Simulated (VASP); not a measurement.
Input of a VASP 6.6.1 run:

File INCAR:

```
SYSTEM = Ge2Sb2Te5
PREC = Accurate
ENCUT = 520
EDIFF = 1E-7
ISMEAR = 0
SIGMA = 0.03
LREAL = .FALSE.
LASPH = .TRUE.
NELM = 60
ALGO = Normal
ISIF = 2
LWAVE = .FALSE.
LCHARG = .TRUE.
GGA = PE
LELF = .TRUE.
LVHAR = .TRUE.
NBANDS = 44
```

File KPOINTS:

```
regular mesh
0
G
  9 9 2
  0 0 0
```

POSCAR

```
Ge2Sb2Te5
1.0
    4.3635000000      0.0000000000      0.0000000000
   -2.1817500000      3.7789018494      0.0000000000
    0.0000000000      0.0000000000     17.4837000000
Ge Sb Te
2 2 5
Direct
    0.0000000000      0.0000000000      0.3314713560
    0.0000000000      0.0000000000      0.6685286440
    0.3333333333      0.6666666667      0.1121550832
    0.6666666667      0.3333333333      0.8878449168
    0.0000000000      0.0000000000      0.0000000000
    0.3333333333      0.6666666667      0.7913602895
    0.6666666667      0.3333333333      0.2086397105
    0.3333333333      0.6666666667      0.4097504733
    0.6666666667      0.3333333333      0.5902495267
```

Potentials or basis: VASP PAW PBE potentials, release 64 (Ge_d, Sb, Te).

The run is started by

```sh
$ cat potpaw_PBE.64/Ge_d/POTCAR potpaw_PBE.64/Sb/POTCAR potpaw_PBE.64/Te/POTCAR > POTCAR
$ mpirun -np 1 vasp_std > vasp.out
```

Q: Estimate the band gap on the k mesh.

A: 0.17 eV (least direct gap 0.22 eV).

Q: Predict the largest force.

A: 0.097 eV/Å.

Forces on the atoms (eV/Å):
```
Ge   0.000  0.000 -0.012
Ge   0.000  0.000  0.012
Sb   0.000  0.000 -0.003
Sb   0.000  0.000  0.003
Te   0.000  0.000  0.000
Te   0.000  0.000 -0.042
Te   0.000  0.000  0.042
Te   0.000  0.000  0.097
Te   0.000  0.000 -0.097
```

Caveat: semilocal functionals underestimate gaps, and a narrow one can read as zero; spin-orbit coupling is left out, which moves the levels of the heavy elements. A k mesh can miss the band edges.
